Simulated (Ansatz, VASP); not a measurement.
## NaH: VASP beside Ansatz

The input POSCAR:

```
NaH
1.0
    0.0000000000      2.3975122873      2.3975122873
    2.3975122873      0.0000000000      2.3975122873
    2.3975122873      2.3975122873      0.0000000000
Na H
1 1
Direct
    0.0000000000      0.0000000000      0.0000000000
    0.5000000000      0.5000000000      0.5000000000
```

INCAR.step1

```
SYSTEM = NaH
PREC = Accurate ; ENCUT = 400
EDIFF = 1E-5 ; ISMEAR = 0
SIGMA = 0.01 ; LREAL = .FALSE.
LASPH = .TRUE. ; NELM = 120
ALGO = Normal ; ISIF = 2
LWAVE = .TRUE. ; NBANDS = 11
GGA = PE ; GGA_COMPAT = .FALSE.
```

Contents of INCAR.step2:

```
SYSTEM = NaH
PREC = Accurate ; ENCUT = 400
EDIFF = 1E-6 ; ISMEAR = 0
SIGMA = 0.01 ; LREAL = .FALSE.
LASPH = .TRUE. ; NELM = 120
ALGO = Normal ; ISIF = 2
LWAVE = .FALSE. ; LCHARG = .TRUE.
GGA = PE ; LHFCALC = .TRUE.
HFSCREEN = 0.2079 ; PRECFOCK = Normal
LELF = .TRUE. ; LVHAR = .TRUE.
NBANDS = 11 ; ISTART = 1
GGA_COMPAT = .FALSE.
```

Contents of KPOINTS:

```
regular mesh
0
G
  4 4 4
  0 0 0
```

Input for Ansatz:

```yaml
crystal:
  lattice:
    - [0.0, 2.3975122873, 2.3975122873]
    - [2.3975122873, 0.0, 2.3975122873]
    - [2.3975122873, 2.3975122873, 0.0]
  atoms:
    - { symbol: Na, position: [0.0, 0.0, 0.0] }
    - { symbol: H, position: [0.5, 0.5, 0.5] }
kpoints:
  mp_grid: { grid: [4, 4, 4] }
hamiltonian:
  xc: hse06
scf:
  occupations: { method: fixed }
  n_extra_bands: 4
  mixing: { preconditioner: resta }
output:
  forces: true
  stress: true
  eigenvalues: true
```

Alike in both runs: task single point; functional HSE06; k mesh 4 × 4 × 4; no spin polarisation.

|  | VASP | Ansatz |
| --- | --- | --- |
| version | VASP 6.6.1 | Ansatz 0.2.0 |
| potentials or method | VASP PAW PBE potentials, release 64 (Na_pv, H) | plane waves |
| plane-wave cutoff (eV) | 400 | 420 |
| occupations | gaussian, width 0.01 eV | fixed |
| valence electrons in the cell | 8 | 10 |

```tsv
	VASP	Ansatz	Ansatz less VASP
gap on the k mesh at the Fermi level (eV)	4.84	4.85	+0.009
pressure (GPa)	-0.3	0.2	+0.49
```

VASP's potentials hold 8 valence electrons a cell and Ansatz's 10, so a difference there can come from the potentials and not from the codes. Ansatz's warnings: stress exchange threshold loose, stress scf threshold loose.

The k mesh is coarse, so the values compare programs but aren't converged.
